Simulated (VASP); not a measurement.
# PbO (P1) in VASP: single point with PBE

Aim: the single point of PbO with PBE.

Everything below comes from runs of VASP 6.6.1. Logs are shortened: lines on timing, memory, paths and dates and some standing lists are left out, and cuts for length are marked.

### Step 1. The cell of the first run

The typed cell holds 4 atoms: a = 4.041 Å, b = 4.107 Å, c = 5.544 Å, α = 89.99°, β = 92.25°, γ = 89.36°.

### Step 2. Single point, PBE (atoms moved at random and the cell strained at random)

Input file INCAR:

```
PREC = Accurate ; ENCUT = 520
EDIFF = 1E-7 ; ISMEAR = 0
SIGMA = 0.05 ; LREAL = F
LASPH = T ; NELM = 100
ALGO = Normal ; ISIF = 2
LWAVE = F ; LCHARG = F
GGA = PE ; NBANDS = 28
```

Input file KPOINTS:

```
Automatic mesh
0
Gamma
  8 8 6
```

Input file POSCAR:

```
PbO
1.0
    4.0396621660      0.0228697626     -0.0790748756
    0.0228697626      4.1073631646      0.0006508336
   -0.1090972633      0.0008979358      5.5428513986
Pb O
2 2
Direct
    0.4901373914     -0.0072511925      0.2131344630
    0.0017144268      0.5074440142      0.7929270807
    0.0036772214     -0.0056600576      0.0077724210
    0.5044709604      0.5054672359     -0.0138339648
```

Potentials or basis: VASP PAW PBE potentials, release 64 (Pb_d, O).

Started as:

```console
> cat potpaw_PBE.64/Pb_d/POTCAR potpaw_PBE.64/O/POTCAR > POTCAR
> mpirun -np 1 vasp_std > vasp.out
```

OUTCAR:

```text
PREC = Accurate
   ENCUT = 520
   EDIFF = 1E-7
   ISMEAR = 0
   LREAL = F
   LASPH = T
   NELM = 100
   ISIF = 2
   GGA = PE

 ion  position               nearest neighbor table
   1  0.490  0.993  0.213-   3 2.23   4 2.37   3 2.41   4 2.46   2 3.61   2 3.65   2 3.74   2 3.83

   2  0.002  0.507  0.793-   4 2.26   4 2.31   3 2.33   3 2.42   1 3.61   1 3.65   1 3.74   1 3.83

   3  0.004  0.994  0.008-   1 2.23   2 2.33   1 2.41   2 2.42
   4  0.504  0.505  0.986-   2 2.26   2 2.31   1 2.37   1 2.46

  LATTYP: Found a triclinic cell.
 ALAT       =     5.7292288968
 B/A-ratio  =     0.7169249054
 C/A-ratio  =     0.9676564022
 COS(alpha) =     0.0002108180
 COS(beta)  =     0.0278252273
 COS(gamma) =     0.7090094714

  Lattice vectors:

 A1 = (   4.0167924034,  -4.0844934020,  -0.0797257092)
 A2 = (  -0.0228697626,  -4.1073631646,  -0.0006508336)
 A3 = (   0.1090972633,  -0.0008979358,  -5.5428513986)

Analysis of symmetry for initial positions (statically):
=====================================================================
 Subroutine PRICEL returns:
 Original cell was already a primitive cell.

 Routine SETGRP: Setting up the symmetry group for a
 triclinic supercell.

 Subroutine GETGRP returns: Found  1 space group operations
 (whereof  1 operations were pure point group operations)
 out of a pool of  2 trial point group operations.

The static configuration has the point symmetry C_1 .

Analysis of symmetry for dynamics (positions and initial velocities):
=====================================================================
 Subroutine PRICEL returns:
 Original cell was already a primitive cell.

 Routine SETGRP: Setting up the symmetry group for a
 triclinic supercell.

 Subroutine GETGRP returns: Found  1 space group operations
 (whereof  1 operations were pure point group operations)
 out of a pool of  2 trial point group operations.

The dynamic configuration has the point symmetry C_1 .

 Subroutine INISYM returns: Found  1 space group operations
 (whereof  1 operations are pure point group operations),
 and found     1 'primitive' translations

----------------------------------------------------------------------------------------

                                     Primitive cell

  volume of cell :      91.9306

  direct lattice vectors                    reciprocal lattice vectors
     4.039662166  0.022869763 -0.079074876     0.247648682 -0.001379678  0.004874573
     0.022869763  4.107363165  0.000650834    -0.001379678  0.243472894 -0.000066598
    -0.109097263  0.000897936  5.542851399     0.003533143 -0.000048271  0.180482107

  length of vectors
     4.040500746  4.107426885  5.543925022     0.247700493  0.243476812  0.180516693

  position of ions in fractional coordinates (direct lattice)
     0.490137391  0.992748807  0.213134463
     0.001714427  0.507444014  0.792927081
     0.003677221  0.994339942  0.007772421
     0.504470960  0.505467236  0.986166035

  ion indices of the primitive-cell ions
   primitive index   ion index
                 1           1
                 2           2
                 3           3
                 4           4

----------------------------------------------------------------------------------------

 KPOINTS: Automatic mesh

Automatic generation of k-mesh.
 Grid dimensions read from file:
 generate k-points for:    8    8    6

 Generating k-lattice:

  Cartesian coordinates                     Fractional coordinates (reciprocal lattice)
     0.030956085 -0.000172460  0.000609322     0.125000000  0.000000000  0.000000000
    -0.000172460  0.030434112 -0.000008325    -0.000000000  0.125000000  0.000000000
     0.000588857 -0.000008045  0.030080351     0.000000000 -0.000000000  0.166666667

  Length of vectors
     0.030962562  0.030434602  0.030086115

  Shift w.r.t. Gamma in fractional coordinates (k-lattice)
     0.000000000  0.000000000  0.000000000

 Subroutine IBZKPT returns following result:
 ===========================================

 Found    196 irreducible k-points:

 Following reciprocal coordinates:
            Coordinates               Weight
  0.000000  0.000000  0.000000      1.000000
  0.125000  0.000000  0.000000      2.000000
  0.250000  0.000000  0.000000      2.000000
  0.375000  0.000000  0.000000      2.000000
  0.500000  0.000000  0.000000      1.000000
 -0.000000  0.125000  0.000000      2.000000
[... 16 lines left out ...]
  0.125000  0.375000  0.000000      2.000000
  0.250000  0.375000  0.000000      2.000000
 [... further k-points ...]
   k-points           NKPTS =    196   k-points in BZ     NKDIM =    196   number of bands    NBANDS=     28
   number of dos      NEDOS =    301   number of ions     NIONS =      4
   total plane-waves  NPLWV =  40320
   dimension x,y,z NGX =    30 NGY =   32 NGZ =   42
   dimension x,y,z NGXF=    60 NGYF=   64 NGZF=   84
   ions per type =               2   2
   NGX,Y,Z   is equivalent  to a cutoff of  12.34, 12.95, 12.59 a.u.
   NGXF,Y,Z  is equivalent  to a cutoff of  24.69, 25.90, 25.19 a.u.
 SYSTEM =  unknown system
   PREC   = accura    normal or accurate (medium, high low for compatibility)
   ISTART =      0    job   : 0-new  1-cont  2-samecut
   ICHARG =      2    charge: 1-file 2-atom 10-const
   ISPIN  =      1    spin polarized calculation?
   LNONCOLLINEAR =      F non collinear calculations
   LSORBIT =      F    spin-orbit coupling
   LASPH  =      T    aspherical Exc in radial PAW
   ENCUT  =  520.0 eV  38.22 Ry    6.18 a.u.   7.51  7.64 10.31*2*pi/ulx,y,z
   NELM   =    100;   NELMIN=  2; NELMDL= -5     # of ELM steps
   EDIFF  = 0.1E-06   stopping-criterion for ELM
   LREAL  =      F    real-space projection
   EDIFFG = 0.1E-05   stopping-criterion for IOM
   NSW    =      0    number of steps for IOM
   IBRION =     -1    ionic relax: 0-MD 1-quasi-New 2-CG
   NFREE  =      0    steps in history (QN), initial steepest desc. (CG)
   ISIF   =      2    stress and relaxation
   ISYM   =      2    0-nonsym 1-usesym 2-fastsym
   POTIM  = 0.5000    time-step for ionic-motion
   TEBEG  =    0.0;   TEEND  =   0.0 temperature during run
   PSTRESS=    0.0 pullay stress
   NELECT =      40.0000    total number of electrons
   NUPDOWN=      -1.0000    fix difference up-down
   EMIN   =  10.00;   EMAX   =-10.00  energy-range for DOS
   EFERMI =   0.00;   METHOD = LEGACY
   ISMEAR =     0;   SIGMA  =   0.05  broadening in eV -4-tet -1-fermi 0-gaus
   EFERMI_NEDOS =   21; number of points for ismear=-14 and -15
   IALGO  =     38    algorithm
   IMIX   =      4    mixing-type and parameters
     AMIX     =   0.40;   BMIX     =  1.00
     AMIX_MAG =   1.60;   BMIX_MAG =  1.00
  volume/ion in A,a.u.               =      22.98       155.09
  Fermi-wavevector in a.u.,A,eV,Ry     =   1.240532  2.344266 20.938281  1.538920
  Thomas-Fermi vector in A             =   2.374969
   LORBIT       =      0    0 simple, 1 ext, 2 COOP (PROOUT), +10 PAW based schemes
   GGA     = PE    functional components
   LHFCALC =     F    Hartree Fock is set to
   AEXX    =    0.0000 exact exchange contribution
   IVDW    =     0    specifies the selected vdW correction
   LEPSILON=     F    determine dielectric tensor
   LRPA    =     F    only Hartree local field effects (RPA)
 non-spin polarized calculation
 Gauss-broadening in eV      SIGMA  =   0.05
  energy-cutoff  :      520.00
  volume of cell :       91.93
 maximum number of plane-waves:      2494
   NGX = 15   NGY = 15   NGZ = 21

 number of electron      39.9999996 magnetization

 Free energy of the ion-electron system (eV)
  ---------------------------------------------------
  ext. energy  EPLUGINS =         0.00000000
  ---------------------------------------------------
  free energy    TOTEN  =       -21.41421434 eV

  energy without entropy =      -21.41421434  energy(sigma->0) =      -21.41421434

 E-fermi :   3.9405     XC(G=0):  -8.9864

 val. band max:        3.7376733349   @ k =   0.1250   0.0000   0.0000
 cond. band min:       5.4353469986   @ k =   0.0000   0.0000   0.5000
 fundamental gap:      1.6976736637
 Fermi energy:         3.9405006206

 k-point     1 :       0.0000    0.0000    0.0000
  band No.  band energies     occupation
      1     -14.2792      2.00000
      2     -13.8923      2.00000
      3     -12.1468      2.00000
      4     -12.1308      2.00000
      5     -12.0986      2.00000
      6     -12.0430      2.00000
[... 20 lines left out ...]
     27      11.5282      0.00000
     28      12.3099      0.00000

 k-point     2 :       0.1250    0.0000    0.0000
  band No.  band energies     occupation
      1     -14.2483      2.00000
      2     -13.8934      2.00000
      3     -12.1432      2.00000
      4     -12.1241      2.00000
      5     -12.0910      2.00000
      6     -12.0443      2.00000
[... 20 lines left out ...]
     27      11.6677      0.00000
     28      13.2209      0.00000

 k-point     3 :       0.2500    0.0000    0.0000
  band No.  band energies     occupation
      1     -14.1710      2.00000
      2     -13.9020      2.00000
      3     -12.1347      2.00000
      4     -12.1061      2.00000
      5     -12.0660      2.00000
      6     -12.0571      2.00000
[... 20 lines left out ...]
     27      11.9682      0.00000
     28      14.6965      0.00000

 k-point     4 :       0.3750    0.0000    0.0000
  band No.  band energies     occupation
      1     -14.0827      2.00000
      2     -13.9267      2.00000
      3     -12.1246      2.00000
      4     -12.0904      2.00000
      5     -12.0770      2.00000
      6     -12.0285      2.00000
[... 20 lines left out ...]
     27      12.4381      0.00000
     28      14.3411      0.00000

 k-point     5 :       0.5000    0.0000    0.0000
  band No.  band energies     occupation
      1     -14.0316      2.00000
      2     -13.9530      2.00000
      3     -12.1182      2.00000
      4     -12.0885      2.00000
      5     -12.0830      2.00000
      6     -12.0142      2.00000
[... 20 lines left out ...]
     27      13.1533      0.00000
     28      13.2525      0.00000

 k-point     6 :      -0.0000    0.1250    0.0000
  band No.  band energies     occupation
      1     -14.2566      2.00000
      2     -13.9015      2.00000
      3     -12.1409      2.00000
      4     -12.1241      2.00000
      5     -12.0923      2.00000
      6     -12.0392      2.00000
[... 463 lines left out ...]
      5     -12.0717      2.00000
      6     -12.0520      2.00000
[... 20 lines left out ...]
     27      13.0005      0.00000
     28      14.0744      0.00000

 k-point    22 :      -0.0000    0.3750   -0.0000
  band No.  band energies     occupation
      1     -14.1230      2.00000
      2     -13.9767      2.00000
      3     -12.1175      2.00000
      4     -12.0735      2.00000
      5     -12.0685      2.00000
      6     -12.0528      2.00000
[... 20 lines left out ...]
     27      12.7137      0.00000
     28      14.5230      0.00000

 k-point    23 :       0.1250    0.3750    0.0000
  band No.  band energies     occupation
      1     -14.1101      2.00000
      2     -13.9656      2.00000
      3     -12.1154      2.00000
      4     -12.0756      2.00000
      5     -12.0587      2.00000
      6     -12.0440      2.00000
[... 20 lines left out ...]
     27      12.9230      0.00000
     28      13.2425      0.00000

 k-point    24 :       0.2500    0.3750    0.0000
  band No.  band energies     occupation
      1     -14.0722      2.00000
      2     -13.9497      2.00000
      3     -12.0946      2.00000
      4     -12.0763      2.00000
      5     -12.0525      2.00000
      6     -12.0124      2.00000
[... 20 lines left out ...]
     27      11.9063      0.00000
     28      12.4257      0.00000

 [... further k-points ...]

------------------------ aborting loop because EDIFF is reached ----------------------------------------

  FORCE on cell =-STRESS in cart. coord.  units (eV):
  Direction    XX          YY          ZZ          XY          YZ          ZX
  --------------------------------------------------------------------------------------
  -------------------------------------------------------------------------------------
  Total        1.9626822     -0.5928070      0.8888538     -0.2915466      0.3552171      1.0882770
  in kB       34.2058394    -10.3315045     15.4910419     -5.0811065      6.1907626     18.9666109
  external PRESSURE =      13.1217923 kB  Pullay stress =       0.0000000 kB

 VOLUME and BASIS-vectors are now :
 -----------------------------------------------------------------------------
  energy-cutoff  :      520.00
  volume of cell :       91.93
      direct lattice vectors                 reciprocal lattice vectors
     4.039662166  0.022869763 -0.079074876     0.247648682 -0.001379678  0.004874573
     0.022869763  4.107363165  0.000650834    -0.001379678  0.243472894 -0.000066598
    -0.109097263  0.000897936  5.542851399     0.003533143 -0.000048271  0.180482107

 POSITION                                       TOTAL-FORCE (eV/Angst)
 -----------------------------------------------------------------------------------
      1.97944      4.08898      1.14326         0.582810      0.116761      0.194656
     -0.06798      2.08501      4.39527        -0.326070     -0.164486     -0.712799
      0.03675      4.08421      0.04344        -0.350199      0.216077     -0.278590
      1.94186      2.08856      5.42661         0.093458     -0.168352      0.796734
 -----------------------------------------------------------------------------------
    total drift:                                0.000350      0.000160     -0.000201

  FREE ENERGIE OF THE ION-ELECTRON SYSTEM (eV)
  ---------------------------------------------------
  free  energy   TOTEN  =       -21.4142143417 eV

  energy  without entropy=      -21.4142143417  energy(sigma->0) =      -21.41421434
```

Run time: 7.1 min. Hardware: 1 thread of AMD EPYC 7R13 (Zen 3), shared host; peak memory 0.46 GiB.

What came out:

```yaml
Free_energy: -21.4142 eV
Pressure: 1.3 GPa
Largest_force: 0.820 eV/Å
Band_gap_on_the_k_mesh: 1.70 eV (least direct gap 1.92 eV)
```

Forces on the atoms (eV/Å):
```
Pb   0.583  0.117  0.195
Pb  -0.326 -0.164 -0.713
O   -0.350  0.216 -0.279
O    0.093 -0.168  0.797
```

Levels at points of the mesh, in eV from the valence-band top:
| k point | band 16 | band 17 | band 18 | band 19 | band 20 | band 21 | band 22 | band 23 | band 24 | band 25 |
| --- | --- | --- | --- | --- | --- | --- | --- | --- | --- | --- |
| (0.00, 0.00, 0.00) | -3.93 | -1.73 | -1.49 | -1.40 | -0.02 | 1.90 | 4.40 | 5.66 | 5.97 | 6.20 |
| (0.50, 0.00, 0.00) | -2.83 | -2.77 | -2.61 | -1.36 | -1.21 | 3.27 | 3.57 | 5.55 | 5.83 | 6.22 |
| (0.00, 0.50, 0.00) | -3.03 | -2.97 | -2.76 | -1.26 | -1.11 | 2.89 | 3.07 | 5.54 | 5.67 | 6.90 |
| (0.50, 0.50, 0.00) | -3.12 | -1.60 | -1.43 | -0.93 | -0.86 | 1.85 | 1.88 | 5.26 | 5.41 | 6.91 |
| (0.00, 0.00, 0.50) | -3.86 | -1.76 | -1.51 | -1.41 | -0.65 | 1.70 | 4.21 | 4.30 | 4.92 | 7.63 |
| (0.50, 0.00, 0.50) | -3.10 | -2.77 | -2.59 | -1.04 | -0.77 | 2.83 | 3.25 | 6.00 | 6.25 | 6.60 |
| (0.00, 0.50, 0.50) | -3.31 | -2.98 | -2.77 | -0.86 | -0.68 | 2.75 | 2.92 | 6.01 | 6.19 | 6.81 |
| (0.50, 0.50, 0.50) | -3.31 | -1.91 | -1.70 | -0.94 | -0.86 | 3.59 | 3.80 | 4.06 | 4.26 | 5.54 |

Caveat: the cell differs from its parent crystal (atoms moved at random and the cell strained at random); spin-orbit coupling is left out, which moves the levels of the heavy elements.
